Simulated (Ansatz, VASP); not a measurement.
# Zr2B in VASP and in Ansatz

```
Zr B
1.0
     3.41468    0.00000    0.00000
     0.00000    3.41468    0.00000
     0.00000    0.00000   11.80497
Zr B
4 2
Direct
  0.00000 0.50000 0.86548
  0.50000 0.00000 0.36548
  0.50000 0.00000 0.63452
  0.00000 0.50000 0.13452
  0.00000 0.00000 0.75000
  0.00000 0.00000 0.25000
```

Change from the starting cell: species swapped into the AuI2 type (P4_2/mmc, No. 131).

Alike in both runs: functional PBE; k mesh 12 × 12 × 4; occupations gaussian, width 0.1 eV; no spin polarisation.

Ansatz relaxed the structure, and its values are those at the end. VASP's run is a single point on that final structure, the one shown.

```csv
,VASP,Ansatz
version,VASP 6.6.1,Ansatz 0.2.0
potentials or method,"VASP PAW PBE potentials, release 64 (Zr_sv, B), cutoff 520 eV","scalar-relativistic, plane waves, PAW"
valence electrons in the cell,54,54
```

```csv
,VASP,Ansatz,Ansatz less VASP
gap on the k mesh at the Fermi level (eV),none,none,-
pressure (GPa),0.0,0.0,-0.03
```

A gap of «none» marks a metal or a gap that the smearing closes.
